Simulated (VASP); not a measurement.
# Sr (I4/mmm) in VASP: notebook

Runs on Sr. Level: PBEsol. Tasks: single point.

Everything below comes from runs of VASP 6.6.1. Logs are shortened: lines on timing, memory, paths and dates and some standing lists are left out, and cuts for length are marked.

### 1 The cell of the first run

The structure is tetragonal, space group I4/mmm (No. 139). The conventional cell has a = 4.237 Å, b = 4.237 Å, c = 6.355 Å, α = 90.00°, β = 90.00°, γ = 90.00°. Sr (site symmetry 4/mmm) has 12 Sr at 4.24 to 4.37 Å within 5.6 Å.

### 2 Single point, PBEsol

File INCAR:

```
  PREC = Accurate
  ENCUT = 520
  EDIFF = 1E-7
  ISMEAR = 0
  SIGMA = 0.15
  LREAL = False
  LASPH = True
  NELM = 60
  ALGO = Fast
  ISIF = 2
  LWAVE = False
  LCHARG = True
  GGA = PS
  LELF = True
  LVHAR = True
  NBANDS = 11
```

File KPOINTS:

```
regular mesh
0
Gamma
  16 16 16
```

File POSCAR:

```
Sr
1.0
   -2.1184326270      2.1184326270      3.1776489405
    2.1184326270     -2.1184326270      3.1776489405
    2.1184326270      2.1184326270     -3.1776489405
Sr
1
Direct
    0.0000000000      0.0000000000      0.0000000000
```

Potentials or basis: VASP PAW PBE potentials, release 64 (Sr_sv).

On the command line:

```bash
$ cat potpaw_PBE.64/Sr_sv/POTCAR > POTCAR
$ mpirun -np 1 vasp_std > vasp.out
```

OUTCAR:

```text
PREC = Accurate
   ENCUT = 520
   EDIFF = 1E-7
   ISMEAR = 0
   LREAL = False
   LASPH = True
   NELM = 60
   ISIF = 2
   GGA = PS

 ion  position               nearest neighbor table
   1  0.000  0.000  0.000-

  LATTYP: Found a body centered tetragonal cell.
 ALAT       =     4.2368652540
 C/A-ratio  =     1.5000000000

  Lattice vectors:

 A1 = (  -2.1184326270,   2.1184326270,   3.1776489405)
 A2 = (   2.1184326270,  -2.1184326270,   3.1776489405)
 A3 = (   2.1184326270,   2.1184326270,  -3.1776489405)

Analysis of symmetry for initial positions (statically):
=====================================================================
 Subroutine PRICEL returns:
 Original cell was already a primitive cell.

 Routine SETGRP: Setting up the symmetry group for a
 body centered tetragonal supercell.

 Subroutine GETGRP returns: Found 16 space group operations
 (whereof 16 operations were pure point group operations)
 out of a pool of 16 trial point group operations.

The static configuration has the point symmetry D_4h.

Analysis of symmetry for dynamics (positions and initial velocities):
=====================================================================
 Subroutine PRICEL returns:
 Original cell was already a primitive cell.

 Routine SETGRP: Setting up the symmetry group for a
 body centered tetragonal supercell.

 Subroutine GETGRP returns: Found 16 space group operations
 (whereof 16 operations were pure point group operations)
 out of a pool of 16 trial point group operations.

The dynamic configuration has the point symmetry D_4h.

 Subroutine INISYM returns: Found 16 space group operations
 (whereof 16 operations are pure point group operations),
 and found     1 'primitive' translations

----------------------------------------------------------------------------------------

                                     Primitive cell

  volume of cell :      57.0421

  direct lattice vectors                    reciprocal lattice vectors
    -2.118432627  2.118432627  3.177648941     0.000000000  0.236023555  0.157349037
     2.118432627 -2.118432627  3.177648941     0.236023555  0.000000000  0.157349037
     2.118432627  2.118432627 -3.177648941     0.236023555  0.236023555  0.000000000

  length of vectors
     4.367260741  4.367260741  4.367260741     0.283665010  0.283665010  0.333787713

  position of ions in fractional coordinates (direct lattice)
     0.000000000  0.000000000  0.000000000

  ion indices of the primitive-cell ions
   primitive index   ion index
                 1           1

----------------------------------------------------------------------------------------

 KPOINTS: regular mesh

Automatic generation of k-mesh.
 Grid dimensions read from file:
 generate k-points for:   16   16   16

 Generating k-lattice:

  Cartesian coordinates                     Fractional coordinates (reciprocal lattice)
     0.000000000  0.014751472  0.009834315     0.062500000  0.000000000  0.000000000
     0.014751472  0.000000000  0.009834315     0.000000000  0.062500000  0.000000000
     0.014751472  0.014751472  0.000000000     0.000000000  0.000000000  0.062500000

  Length of vectors
     0.017729063  0.017729063  0.020861732

  Shift w.r.t. Gamma in fractional coordinates (k-lattice)
     0.000000000  0.000000000  0.000000000

 Subroutine IBZKPT returns following result:
 ===========================================

 Found    349 irreducible k-points:

 Following reciprocal coordinates:
            Coordinates               Weight
  0.000000  0.000000  0.000000      1.000000
  0.062500  0.000000  0.000000      8.000000
  0.125000  0.000000  0.000000      8.000000
  0.187500  0.000000  0.000000      8.000000
  0.250000  0.000000  0.000000      8.000000
  0.312500  0.000000  0.000000      8.000000
[... 16 lines left out ...]
 -0.125000  0.062500  0.000000     16.000000
 -0.062500  0.062500  0.000000      4.000000
 [... further k-points ...]
   k-points           NKPTS =    349   k-points in BZ     NKDIM =    349   number of bands    NBANDS=     11
   number of dos      NEDOS =    301   number of ions     NIONS =      1
   total plane-waves  NPLWV =  32768
   dimension x,y,z NGX =    32 NGY =   32 NGZ =   32
   dimension x,y,z NGXF=    64 NGYF=   64 NGZF=   64
   ions per type =               1
   NGX,Y,Z   is equivalent  to a cutoff of  12.18, 12.18, 12.18 a.u.
   NGXF,Y,Z  is equivalent  to a cutoff of  24.36, 24.36, 24.36 a.u.
 SYSTEM =  unknown system
   PREC   = accura    normal or accurate (medium, high low for compatibility)
   ISTART =      0    job   : 0-new  1-cont  2-samecut
   ICHARG =      2    charge: 1-file 2-atom 10-const
   ISPIN  =      1    spin polarized calculation?
   LNONCOLLINEAR =      F non collinear calculations
   LSORBIT =      F    spin-orbit coupling
   LASPH  =      T    aspherical Exc in radial PAW
   ENCUT  =  520.0 eV  38.22 Ry    6.18 a.u.   8.12  8.12  8.12*2*pi/ulx,y,z
   NELM   =     60;   NELMIN=  2; NELMDL= -5     # of ELM steps
   EDIFF  = 0.1E-06   stopping-criterion for ELM
   LREAL  =      F    real-space projection
   EDIFFG = 0.1E-05   stopping-criterion for IOM
   NSW    =      0    number of steps for IOM
   IBRION =     -1    ionic relax: 0-MD 1-quasi-New 2-CG
   NFREE  =      0    steps in history (QN), initial steepest desc. (CG)
   ISIF   =      2    stress and relaxation
   ISYM   =      2    0-nonsym 1-usesym 2-fastsym
   POTIM  = 0.5000    time-step for ionic-motion
   TEBEG  =    0.0;   TEEND  =   0.0 temperature during run
   PSTRESS=    0.0 pullay stress
   NELECT =      10.0000    total number of electrons
   NUPDOWN=      -1.0000    fix difference up-down
   EMIN   =  10.00;   EMAX   =-10.00  energy-range for DOS
   EFERMI =   0.00;   METHOD = LEGACY
   ISMEAR =     0;   SIGMA  =   0.15  broadening in eV -4-tet -1-fermi 0-gaus
   EFERMI_NEDOS =   21; number of points for ismear=-14 and -15
   IALGO  =     68    algorithm
   IMIX   =      4    mixing-type and parameters
     AMIX     =   0.40;   BMIX     =  1.00
     AMIX_MAG =   1.60;   BMIX_MAG =  1.00
  volume/ion in A,a.u.               =      57.04       384.94
  Fermi-wavevector in a.u.,A,eV,Ry     =   0.916241  1.731445 11.422060  0.839498
  Thomas-Fermi vector in A             =   2.041074
   LORBIT       =      0    0 simple, 1 ext, 2 COOP (PROOUT), +10 PAW based schemes
   GGA     = PS    functional components
   LHFCALC =     F    Hartree Fock is set to
   AEXX    =    0.0000 exact exchange contribution
   IVDW    =     0    specifies the selected vdW correction
   LEPSILON=     F    determine dielectric tensor
   LRPA    =     F    only Hartree local field effects (RPA)
 non-spin polarized calculation
 RMM-DIIS sequential band-by-band and
 Gauss-broadening in eV      SIGMA  =   0.15
  energy-cutoff  :      520.00
  volume of cell :       57.04
 maximum number of plane-waves:      1572
   NGX = 17   NGY = 17   NGZ = 17

 number of electron      10.0000000 magnetization

 Free energy of the ion-electron system (eV)
  ---------------------------------------------------
  ext. energy  EPLUGINS =         0.00000000
  ---------------------------------------------------
  free energy    TOTEN  =        -1.82843896 eV

  energy without entropy =       -1.81291163  energy(sigma->0) =       -1.82067530

 E-fermi :   1.3720     XC(G=0):  -7.3195

 val. band max:        1.3682002980   @ k =   0.2500   0.2500   0.1875
 cond. band min:       1.3744682229   @ k =   0.3750   0.1250   0.1250
 fundamental gap:      0.0062679250
 Fermi energy:         1.3720465103

 k-point     1 :       0.0000    0.0000    0.0000
  band No.  band energies     occupation
      1     -35.2404      2.00000
      2     -17.1503      2.00000
      3     -17.1450      2.00000
      4     -17.1450      2.00000
      5      -2.2264      2.00000
      6       3.4697      0.00000
      7       3.7828      0.00000
      8       3.7828      0.00000
      9       4.8113      0.00000
     10       5.3183      0.00000
     11       8.4051      0.00000

 k-point     2 :       0.0625    0.0000    0.0000
  band No.  band energies     occupation
      1     -35.2400      2.00000
      2     -17.1544      2.00000
      3     -17.1488      2.00000
      4     -17.1456      2.00000
      5      -2.1652      2.00000
      6       3.4543      0.00000
      7       3.7269      0.00000
      8       3.8140      0.00000
      9       4.7814      0.00000
     10       5.2692      0.00000
     11       8.5666      0.00000

 k-point     3 :       0.1250    0.0000    0.0000
  band No.  band energies     occupation
      1     -35.2387      2.00000
      2     -17.1729      2.00000
      3     -17.1532      2.00000
      4     -17.1474      2.00000
      5      -1.9847      2.00000
      6       3.2955      0.00000
      7       3.6904      0.00000
      8       3.8948      0.00000
      9       4.7301      0.00000
     10       5.1556      0.00000
     11       8.9406      0.00000

 k-point     4 :       0.1875    0.0000    0.0000
  band No.  band energies     occupation
      1     -35.2367      2.00000
      2     -17.2016      2.00000
      3     -17.1584      2.00000
      4     -17.1501      2.00000
      5      -1.6943      2.00000
      6       2.9810      0.00000
      7       3.6987      0.00000
      8       3.9789      0.00000
      9       4.7553      0.00000
     10       5.0677      0.00000
     11       8.6012      0.00000

 k-point     5 :       0.2500    0.0000    0.0000
  band No.  band energies     occupation
      1     -35.2345      2.00000
      2     -17.2352      2.00000
      3     -17.1643      2.00000
      4     -17.1533      2.00000
      5      -1.3105      2.00000
      6       2.6199      0.00000
      7       3.6452      0.00000
      8       3.9909      0.00000
      9       4.9406      0.00000
     10       5.1170      0.00000
     11       8.0322      0.00000
[... 211 lines left out ...]
 k-point    21 :      -0.2500    0.0625    0.0000
  band No.  band energies     occupation
      1     -35.2348      2.00000
      2     -17.2261      2.00000
      3     -17.1654      2.00000
      4     -17.1545      2.00000
      5      -1.3856      2.00000
      6       2.7199      0.00000
      7       3.6852      0.00000
      8       3.9652      0.00000
      9       4.7566      0.00000
     10       5.1550      0.00000
     11       8.2958      0.00000

 k-point    22 :      -0.1875    0.0625    0.0000
  band No.  band energies     occupation
      1     -35.2370      2.00000
      2     -17.1939      2.00000
      3     -17.1596      2.00000
      4     -17.1517      2.00000
      5      -1.7413      2.00000
      6       3.0747      0.00000
      7       3.6935      0.00000
      8       3.9485      0.00000
      9       4.7038      0.00000
     10       5.0596      0.00000
     11       8.8828      0.00000

 k-point    23 :      -0.1250    0.0625    0.0000
  band No.  band energies     occupation
      1     -35.2387      2.00000
      2     -17.1677      2.00000
      3     -17.1547      2.00000
      4     -17.1498      2.00000
      5      -1.9979      2.00000
      6       3.3896      0.00000
      7       3.6275      0.00000
      8       3.8672      0.00000
      9       4.7677      0.00000
     10       5.1098      0.00000
     11       8.9782      0.00000

 k-point    24 :      -0.0625    0.0625    0.0000
  band No.  band energies     occupation
      1     -35.2398      2.00000
      2     -17.1524      2.00000
      3     -17.1518      2.00000
      4     -17.1482      2.00000
      5      -2.1417      2.00000
      6       3.5138      0.00000
      7       3.6468      0.00000
      8       3.8097      0.00000
      9       4.8128      0.00000
     10       5.2123      0.00000
     11       8.6353      0.00000

 [... further k-points ...]
[... 5 lines left out ...]
  --------------------------------------------------------------------------------------
  -------------------------------------------------------------------------------------
  Total       -0.3007221     -0.3007221     -0.4404483      0.0000000      0.0000000      0.0000000
  in kB       -8.4465774     -8.4465774    -12.3711573      0.0000000      0.0000000      0.0000000
  external PRESSURE =      -9.7547707 kB  Pullay stress =       0.0000000 kB

 VOLUME and BASIS-vectors are now :
 -----------------------------------------------------------------------------
  energy-cutoff  :      520.00
  volume of cell :       57.04
      direct lattice vectors                 reciprocal lattice vectors
    -2.118432627  2.118432627  3.177648941     0.000000000  0.236023555  0.157349037
     2.118432627 -2.118432627  3.177648941     0.236023555  0.000000000  0.157349037
     2.118432627  2.118432627 -3.177648941     0.236023555  0.236023555  0.000000000

 POSITION                                       TOTAL-FORCE (eV/Angst)
 -----------------------------------------------------------------------------------
      0.00000      0.00000      0.00000        -0.000000      0.000000      0.000000
 -----------------------------------------------------------------------------------
    total drift:                                0.000000      0.000000     -0.000000

  FREE ENERGIE OF THE ION-ELECTRON SYSTEM (eV)
  ---------------------------------------------------
  free  energy   TOTEN  =        -1.8284389642 eV

  energy  without entropy=       -1.8129116332  energy(sigma->0) =       -1.82067530
```

Wall time 2.7 min (1 thread of AMD EPYC 7R13 (Zen 3), shared host); peak memory 0.32 GiB.

Results:

```yaml
Free_energy: -1.8284 eV
Pressure: -1.0 GPa
Band_gap_on_the_k_mesh: zero (bands 5 and 6 overlap by 0.11 eV)
```

Levels at points of the mesh, in eV from the Fermi level:
| k point | band 1 | band 2 | band 3 | band 4 | band 5 | band 6 | band 7 | band 8 | band 9 | band 10 |
| --- | --- | --- | --- | --- | --- | --- | --- | --- | --- | --- |
| (0.00, 0.00, 0.00) | -36.61 | -18.52 | -18.52 | -18.52 | -3.60 | 2.10 | 2.41 | 2.41 | 3.44 | 3.95 |
| (0.50, 0.00, 0.00) | -36.60 | -18.69 | -18.55 | -18.53 | -1.11 | 0.04 | 1.96 | 2.34 | 4.62 | 4.78 |
| (0.50, 0.50, 0.00) | -36.60 | -18.68 | -18.60 | -18.58 | -0.55 | 0.34 | 1.15 | 4.61 | 4.82 | 4.93 |
| (0.50, 0.50, 0.50) | -36.60 | -18.68 | -18.57 | -18.57 | -0.72 | 0.45 | 0.67 | 4.76 | 4.99 | 5.01 |

Caveat: the PAW data sets were made with another functional, which shifts forces and pressure a little.

### 3 Single point, PBEsol

This run uses another cell than the first one, of the same volume but with other edges.

File INCAR:

```
ALGO = Fast
EDIFF = 1E-6
ENCUT = 520
GGA = PS
ISIF = 2
ISMEAR = 0
LASPH = T
LCHARG = F
LREAL = F
LWAVE = F
NBANDS = 11
NELM = 60
PREC = Accurate
SIGMA = 0.15
```

File KPOINTS:

```
k-points
0
Gamma
  16 16 16
```

File POSCAR:

```
Sr
1.0
   -2.3858802560      2.3858802560      2.5051742688
    2.3858802560     -2.3858802560      2.5051742688
    2.3858802560      2.3858802560     -2.5051742688
Sr
1
Direct
    0.0000000000      0.0000000000      0.0000000000
```

Potentials or basis: VASP PAW PBE potentials, release 64 (Sr_sv).

On the command line:

```bash
$ cat potpaw_PBE.64/Sr_sv/POTCAR > POTCAR
$ mpirun -np 1 vasp_std > vasp.out
```

Wall time 2 min (1 thread of AMD EPYC 7R13 (Zen 3), shared host); peak memory 0.32 GiB.

It converged, with:

```yaml
Free_energy: -1.8208 eV
Pressure: -1.1 GPa
Band_gap_on_the_k_mesh: zero (bands 5 and 6 overlap by 0.33 eV)
```

Levels at points of the mesh, in eV from the Fermi level:
| k point | band 1 | band 2 | band 3 | band 4 | band 5 | band 6 | band 7 | band 8 | band 9 | band 10 |
| --- | --- | --- | --- | --- | --- | --- | --- | --- | --- | --- |
| (0.00, 0.00, 0.00) | -36.63 | -18.53 | -18.53 | -18.53 | -3.61 | 2.22 | 2.22 | 2.48 | 3.40 | 3.77 |
| (0.50, 0.00, 0.00) | -36.62 | -18.71 | -18.59 | -18.53 | -1.04 | 0.13 | 1.29 | 3.25 | 4.05 | 5.19 |
| (0.50, 0.50, 0.00) | -36.61 | -18.71 | -18.59 | -18.54 | -0.94 | 0.26 | 1.00 | 3.60 | 4.18 | 5.26 |
| (0.50, 0.50, 0.50) | -36.61 | -18.67 | -18.65 | -18.65 | -0.15 | -0.05 | 3.03 | 3.67 | 3.67 | 4.81 |

Caveat: the PAW data sets were made with another functional, which shifts forces and pressure a little.
